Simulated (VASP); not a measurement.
# Al2O3 (R-3c) in VASP: single point with LDA

Aim: the single point of Al2O3 with LDA.

Everything below comes from runs of VASP 6.6.1. Logs are shortened: lines on timing, memory, paths and dates and some standing lists are left out, and cuts for length are marked.

## 1. The cell of the first run

Symmetry: R-3c, No. 167, trigonal system. The conventional cell has a = 4.675 Å, b = 4.675 Å, c = 12.726 Å, α = 90.00°, β = 90.00°, γ = 120.00°. Al (site symmetry 3) has 6 O at 1.82 to 1.93 Å within 2.4 Å. O (site symmetry 2) has 4 Al at 1.82 to 1.93 Å and 8 O at 2.48 to 2.67 Å within 2.7 Å.

## 2. Single point, LDA

INCAR

```
SYSTEM = Al2O3
  PREC = Accurate
  ENCUT = 910
  EDIFF = 1E-6
  ISMEAR = 0
  SIGMA = 0.1
  LREAL = .False.
  LASPH = .True.
  NELM = 120
  ALGO = Normal
  ISIF = 2
  LWAVE = .False.
  LCHARG = .False.
  GGA = CA
  NBANDS = 35
  GGA_COMPAT = .False.
```

KPOINTS

```
regular mesh
0
Gamma
  6 6 6
  0 0 0
```

POSCAR

```
Al2O3
1.0
    2.3373135157      1.3494485874      4.2420233090
   -2.3373135157      1.3494485874      4.2420233090
    0.0000000000     -2.6988971749      4.2420233089
Al O
4 6
Direct
    0.3519619572      0.3519619572      0.3519619572
    0.1480380428      0.1480380428      0.1480380428
    0.6480380428      0.6480380428      0.6480380428
    0.8519619572      0.8519619572      0.8519619572
    0.5562503171      0.9437496829      0.2500000000
    0.2500000000      0.5562503171      0.9437496829
    0.9437496829      0.2500000000      0.5562503171
    0.4437496829      0.0562503171      0.7500000000
    0.7500000000      0.4437496829      0.0562503171
    0.0562503171      0.7500000000      0.4437496829
```

Potentials or basis: VASP PAW LDA potentials, release 64 (Al, O_h).

The run is started by

```console
> cat potpaw_LDA.64/Al/POTCAR potpaw_LDA.64/O_h/POTCAR > POTCAR
> mpirun -np 1 vasp_std > vasp.out
```

OUTCAR:

```text
SYSTEM = Al2O3
   PREC = Accurate
   ENCUT = 910
   EDIFF = 1E-6
   ISMEAR = 0
   LREAL = .False.
   LASPH = .True.
   NELM = 120
   ISIF = 2
   GGA = CA

 ion  position               nearest neighbor table
   1  0.352  0.352  0.352-   8 1.82   9 1.82  10 1.82   6 1.93   7 1.93   5 1.93   2 2.60   3 2.74
                             3 2.74   3 2.74   2 3.16   2 3.16   2 3.16
   2  0.148  0.148  0.148-   8 1.82  10 1.82   9 1.82   7 1.93   6 1.93   5 1.93   1 2.60   4 2.74
                             4 2.74   4 2.74   1 3.16   1 3.16   1 3.16
   3  0.648  0.648  0.648-   5 1.82   6 1.82   7 1.82   9 1.93  10 1.93   8 1.93   4 2.60   1 2.74
                             1 2.74   1 2.74   4 3.16   4 3.16   4 3.16
   4  0.852  0.852  0.852-   5 1.82   7 1.82   6 1.82  10 1.93   9 1.93   8 1.93   3 2.60   2 2.74
                             2 2.74   2 2.74   3 3.16   3 3.16   3 3.16
   5  0.556  0.944  0.250-   3 1.82   4 1.82   1 1.93   2 1.93
   6  0.250  0.556  0.944-   3 1.82   4 1.82   1 1.93   2 1.93
   7  0.944  0.250  0.556-   4 1.82   3 1.82   2 1.93   1 1.93
   8  0.444  0.056  0.750-   1 1.82   2 1.82   3 1.93   4 1.93
   9  0.750  0.444  0.056-   1 1.82   2 1.82   3 1.93   4 1.93
  10  0.056  0.750  0.444-   2 1.82   1 1.82   4 1.93   3 1.93

  LATTYP: Found a trigonal (rhomboedric) cell.
 ALAT       =     5.0278034682
 COS(alpha) =     0.5677775208

  Lattice vectors:

 A1 = (   2.3373135157,   1.3494485874,   4.2420233090)
 A2 = (  -2.3373135157,   1.3494485874,   4.2420233090)
 A3 = (   0.0000000000,  -2.6988971749,   4.2420233089)

Analysis of symmetry for initial positions (statically):
=====================================================================
 Subroutine PRICEL returns:
 Original cell was already a primitive cell.

 Routine SETGRP: Setting up the symmetry group for a
 trigonal (rhombohedral) supercell.

 Subroutine GETGRP returns: Found 12 space group operations
 (whereof  6 operations were pure point group operations)
 out of a pool of 12 trial point group operations.

The static configuration has the point symmetry S_6 .
 The point group associated with its full space group is D_3d.

Analysis of symmetry for dynamics (positions and initial velocities):
=====================================================================
 Subroutine PRICEL returns:
 Original cell was already a primitive cell.

 Routine SETGRP: Setting up the symmetry group for a
 trigonal (rhombohedral) supercell.

 Subroutine GETGRP returns: Found 12 space group operations
 (whereof  6 operations were pure point group operations)
 out of a pool of 12 trial point group operations.

The dynamic configuration has the point symmetry S_6 .
 The point group associated with its full space group is D_3d.

 Subroutine INISYM returns: Found 12 space group operations
 (whereof  6 operations are pure point group operations),
 and found     1 'primitive' translations

----------------------------------------------------------------------------------------

                                     Primitive cell

  volume of cell :      80.2782

  direct lattice vectors                    reciprocal lattice vectors
     2.337313516  1.349448587  4.242023309     0.213920810  0.123507237  0.078578855
    -2.337313516  1.349448587  4.242023309    -0.213920810  0.123507237  0.078578855
     0.000000000 -2.698897175  4.242023309     0.000000000 -0.247014474  0.078578855

  length of vectors
     5.027803468  5.027803468  5.027803468     0.259211857  0.259211857  0.259211857

  position of ions in fractional coordinates (direct lattice)
     0.351961957  0.351961957  0.351961957
     0.148038043  0.148038043  0.148038043
     0.648038043  0.648038043  0.648038043
     0.851961957  0.851961957  0.851961957
     0.556250317  0.943749683  0.250000000
     0.250000000  0.556250317  0.943749683
     0.943749683  0.250000000  0.556250317
     0.443749683  0.056250317  0.750000000
     0.750000000  0.443749683  0.056250317
     0.056250317  0.750000000  0.443749683

  ion indices of the primitive-cell ions
   primitive index   ion index
                 1           1
                 2           2
                 3           3
                 4           4
                 5           5
                 6           6
                 7           7
                 8           8
                 9           9
                10          10

----------------------------------------------------------------------------------------

 KPOINTS: regular mesh

Automatic generation of k-mesh.
 Grid dimensions read from file:
 generate k-points for:    6    6    6

 Generating k-lattice:

  Cartesian coordinates                     Fractional coordinates (reciprocal lattice)
     0.035653468  0.020584540  0.013096476     0.166666667  0.000000000  0.000000000
    -0.035653468  0.020584540  0.013096476     0.000000000  0.166666667  0.000000000
     0.000000000 -0.041169079  0.013096476     0.000000000  0.000000000  0.166666667

  Length of vectors
     0.043201976  0.043201976  0.043201976

  Shift w.r.t. Gamma in fractional coordinates (k-lattice)
     0.000000000  0.000000000  0.000000000

 Subroutine IBZKPT returns following result:
 ===========================================

 Found     32 irreducible k-points:

 Following reciprocal coordinates:
            Coordinates               Weight
  0.000000  0.000000  0.000000      1.000000
  0.166667 -0.000000  0.000000      6.000000
  0.333333  0.000000  0.000000      6.000000
  0.500000 -0.000000  0.000000      3.000000
  0.166667  0.166667  0.000000      6.000000
  0.333333  0.166667 -0.000000     12.000000
[... 16 lines left out ...]
  0.500000  0.500000  0.166667      6.000000
 -0.333333  0.500000  0.166667     12.000000
 [... further k-points ...]
   k-points           NKPTS =     32   k-points in BZ     NKDIM =     32   number of bands    NBANDS=     35
   number of dos      NEDOS =    301   number of ions     NIONS =     10
   total plane-waves  NPLWV = 125000
   dimension x,y,z NGX =    50 NGY =   50 NGZ =   50
   dimension x,y,z NGXF=   100 NGYF=  100 NGZF=  100
   ions per type =               4   6
   NGX,Y,Z   is equivalent  to a cutoff of  16.53, 16.53, 16.53 a.u.
   NGXF,Y,Z  is equivalent  to a cutoff of  33.07, 33.07, 33.07 a.u.
 SYSTEM =  Al2O3
   PREC   = accura    normal or accurate (medium, high low for compatibility)
   ISTART =      0    job   : 0-new  1-cont  2-samecut
   ICHARG =      2    charge: 1-file 2-atom 10-const
   ISPIN  =      1    spin polarized calculation?
   LNONCOLLINEAR =      F non collinear calculations
   LSORBIT =      F    spin-orbit coupling
   LASPH  =      T    aspherical Exc in radial PAW
   ENCUT  =  910.0 eV  66.88 Ry    8.18 a.u.  12.37 12.37 12.37*2*pi/ulx,y,z
   NELM   =    120;   NELMIN=  2; NELMDL= -5     # of ELM steps
   EDIFF  = 0.1E-05   stopping-criterion for ELM
   LREAL  =      F    real-space projection
[... 7 lines left out ...]
   TEBEG  =    0.0;   TEEND  =   0.0 temperature during run
   PSTRESS=    0.0 pullay stress
   NELECT =      48.0000    total number of electrons
   NUPDOWN=      -1.0000    fix difference up-down
   EMIN   =  10.00;   EMAX   =-10.00  energy-range for DOS
   EFERMI =   0.00;   METHOD = LEGACY
   ISMEAR =     0;   SIGMA  =   0.10  broadening in eV -4-tet -1-fermi 0-gaus
   EFERMI_NEDOS =   21; number of points for ismear=-14 and -15
   IALGO  =     38    algorithm
   IMIX   =      4    mixing-type and parameters
     AMIX     =   0.40;   BMIX     =  1.00
     AMIX_MAG =   1.60;   BMIX_MAG =  1.00
  volume/ion in A,a.u.               =       8.03        54.17
  Fermi-wavevector in a.u.,A,eV,Ry     =   1.379186  2.606283 25.880361  1.902153
  Thomas-Fermi vector in A             =   2.504178
   LORBIT       =      0    0 simple, 1 ext, 2 COOP (PROOUT), +10 PAW based schemes
   GGA     = CA    functional components
   LHFCALC =     F    Hartree Fock is set to
   AEXX    =    0.0000 exact exchange contribution
   IVDW    =     0    specifies the selected vdW correction
   LEPSILON=     F    determine dielectric tensor
   LRPA    =     F    only Hartree local field effects (RPA)
 non-spin polarized calculation
 Gauss-broadening in eV      SIGMA  =   0.10
  energy-cutoff  :      910.00
  volume of cell :       80.28
 maximum number of plane-waves:      5043
 NGX is ok and might be reduce to    50
   NGX = 25   NGY = 25   NGZ = 25

 number of electron      47.9999999 magnetization

 Free energy of the ion-electron system (eV)
  ---------------------------------------------------
  ext. energy  EPLUGINS =         0.00000000
  ---------------------------------------------------
  free energy    TOTEN  =       -83.06664938 eV

  energy without entropy =      -83.06664938  energy(sigma->0) =      -83.06664938

 E-fermi :   7.5983     XC(G=0): -12.4567

 val. band max:        7.0883238430   @ k =   0.0000   0.0000   0.0000
 cond. band min:      13.9812596625   @ k =   0.0000   0.0000   0.0000
 fundamental gap:      6.8929358195
 Fermi energy:         7.5982565737

 k-point     1 :       0.0000    0.0000    0.0000
  band No.  band energies     occupation
      1     -12.4044      2.00000
      2      -9.7317      2.00000
      3      -9.4135      2.00000
      4      -9.4135      2.00000
      5      -9.0588      2.00000
      6      -9.0588      2.00000
[... 27 lines left out ...]
     34      21.3427      0.00000
     35      22.0366      0.00000

 k-point     2 :       0.1667   -0.0000    0.0000
  band No.  band energies     occupation
      1     -12.2455      2.00000
      2      -9.8267      2.00000
      3      -9.5093      2.00000
      4      -9.4482      2.00000
      5      -9.1371      2.00000
      6      -9.0686      2.00000
[... 27 lines left out ...]
     34      20.4350      0.00000
     35      21.6648      0.00000
[... 796 lines left out ...]
     34      20.6194      0.00000
     35      21.2068      0.00000

 k-point    24 :      -0.3333    0.5000    0.1667
  band No.  band energies     occupation
      1     -10.9360      2.00000
      2     -10.5074      2.00000
      3     -10.2302      2.00000
      4      -9.9658      2.00000
      5      -9.2708      2.00000
      6      -9.0276      2.00000
[... 27 lines left out ...]
     34      20.6437      0.00000
     35      20.9659      0.00000

 [... further k-points ...]
[... 5 lines left out ...]
  --------------------------------------------------------------------------------------
  -------------------------------------------------------------------------------------
  Total        5.2895565      5.2895565      5.1664686      0.0000000      0.0000000      0.0000000
  in kB      105.5679847    105.5679847    103.1114185      0.0000000      0.0000000      0.0000000
  external PRESSURE =     104.7491293 kB  Pullay stress =       0.0000000 kB

 VOLUME and BASIS-vectors are now :
 -----------------------------------------------------------------------------
  energy-cutoff  :      910.00
  volume of cell :       80.28
      direct lattice vectors                 reciprocal lattice vectors
     2.337313516  1.349448587  4.242023309     0.213920810  0.123507237  0.078578855
    -2.337313516  1.349448587  4.242023309    -0.213920810  0.123507237  0.078578855
     0.000000000 -2.698897175  4.242023309     0.000000000 -0.247014474  0.078578855

 POSITION                                       TOTAL-FORCE (eV/Angst)
 -----------------------------------------------------------------------------------
      0.00000     -0.00000      4.47909        -0.000000      0.000000     -0.023154
      0.00000     -0.00000      1.88394        -0.000000     -0.000000      0.023154
      0.00000     -0.00000      8.24698        -0.000000     -0.000000      0.023154
      0.00000     -0.00000     10.84213        -0.000000      0.000000     -0.023154
     -0.90571      1.34945      7.42354        -0.013363     -0.000000      0.000000
     -0.71580     -1.45909      7.42354         0.006681     -0.011573     -0.000000
      1.62151      0.10964      7.42354         0.006681      0.011573      0.000000
      0.90571     -1.34945      5.30253         0.013363      0.000000      0.000000
      0.71580      1.45909      5.30253        -0.006681      0.011573      0.000000
     -1.62151     -0.10964      5.30253        -0.006681     -0.011573     -0.000000
 -----------------------------------------------------------------------------------
    total drift:                                0.000000     -0.000000     -0.000000

  FREE ENERGIE OF THE ION-ELECTRON SYSTEM (eV)
  ---------------------------------------------------
  free  energy   TOTEN  =       -83.0666493819 eV

  energy  without entropy=      -83.0666493819  energy(sigma->0) =      -83.06664938
```

Wall time 3.9 min (1 thread of AMD EPYC 7R43 (Zen 3), shared host); peak memory 0.31 GiB.

What came out:

| Quantity | Value |
| --- | --- |
| Free energy | -83.0666 eV |
| Pressure | 10.5 GPa |
| Largest force | 0.023 eV/Å |
| Band gap on the k mesh | 6.89 eV |

Forces in eV/Å, atoms in the order of the input:
```
Al   0.000  0.000 -0.023
Al   0.000  0.000  0.023
Al   0.000  0.000  0.023
Al   0.000  0.000 -0.023
O   -0.013  0.000  0.000
O    0.007 -0.012  0.000
O    0.007  0.012  0.000
O    0.013  0.000  0.000
O   -0.007  0.012  0.000
O   -0.007 -0.012  0.000
```

Stress tensor (GPa, compression positive):
```
10.56  0.00  0.00
 0.00 10.56  0.00
 0.00  0.00 10.31
```

Caveat: the cutoff is under 1.25 times the usual one of these potentials, so pressure, stress and relaxed cells hold a basis-set (Pulay) error; the cell stands under pressure. A k mesh can miss the band edges.
